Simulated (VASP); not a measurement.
A run of VASP 6.6.1 is set up as follows.

File POSCAR:

```
MnS
1.0
    0.0000000000      2.6045000000      2.6045000000
    2.6045000000      0.0000000000      2.6045000000
    2.6045000000      2.6045000000      0.0000000000
Mn S
1 1
Direct
    0.0000000000      0.0000000000      0.0000000000
    0.5000000000      0.5000000000      0.5000000000
```

Contents of INCAR.step1:

```
SYSTEM = MnS
PREC = Accurate
ENCUT = 520
EDIFF = 1E-6
ISMEAR = -1
SIGMA = 0.05
LREAL = .False.
LASPH = .True.
NELM = 150
ALGO = Normal
ISIF = 2
LWAVE = .False.
LCHARG = .True.
ISPIN = 2
MAGMOM = 4 0
LMAXMIX = 4
LDAU = .True.
LDAUTYPE = 2
LDAUL = 2 -1
LDAUU = 4 0
LDAUJ = 0 0
LDAUPRINT = 1
GGA = PE
NBANDS = 20
```

Contents of KPOINTS.step1:

```
Automatic mesh
0
Gamma
  7 7 7
  0 0 0
```

INCAR.step2

```
SYSTEM = MnS
PREC = Accurate
ENCUT = 520
EDIFF = 1E-6
ISMEAR = -5
SIGMA = 0.05
LREAL = .False.
LASPH = .True.
NELM = 150
ALGO = Normal
ISIF = 2
LWAVE = .False.
LCHARG = .False.
ISPIN = 2
MAGMOM = 4 0
LORBIT = 11
LMAXMIX = 4
LDAU = .True.
LDAUTYPE = 2
LDAUL = 2 -1
LDAUU = 4 0
LDAUJ = 0 0
LDAUPRINT = 1
GGA = PE
NEDOS = 2001
ICHARG = 11
```

The input KPOINTS.step2:

```
Automatic mesh
0
Gamma
  11 11 11
  0 0 0
```

Potentials or basis: VASP PAW PBE potentials, release 64 (Mn_pv, S).

Command:

```sh
$ cat potpaw_PBE.64/Mn_pv/POTCAR potpaw_PBE.64/S/POTCAR > POTCAR
$ cp INCAR.step1 INCAR
$ cp KPOINTS.step1 KPOINTS
$ mpirun -np 1 vasp_std > vasp.out
$ cp INCAR.step2 INCAR
$ cp KPOINTS.step2 KPOINTS
$ mpirun -np 1 vasp_std > vasp.out
```

Predict the site moments.

Mn +4.59; S +0.09 μB.

Predict the net moment.

5.00 μB per cell.

Eigenvalues of the final occupation matrices:
| site | spin | trace | eigenvalues |
| --- | --- | --- | --- |
| site 1 d | 1 | 4.71 | 0.93 0.93 0.93 0.96 0.96 |
| site 1 d | 2 | 0.20 | 0.01 0.01 0.01 0.08 0.08 |

Caveat: a cell with one magnetic atom can't hold antiferromagnetic order, which such compounds often take. The state reached can hang on the start; a lower one may exist.
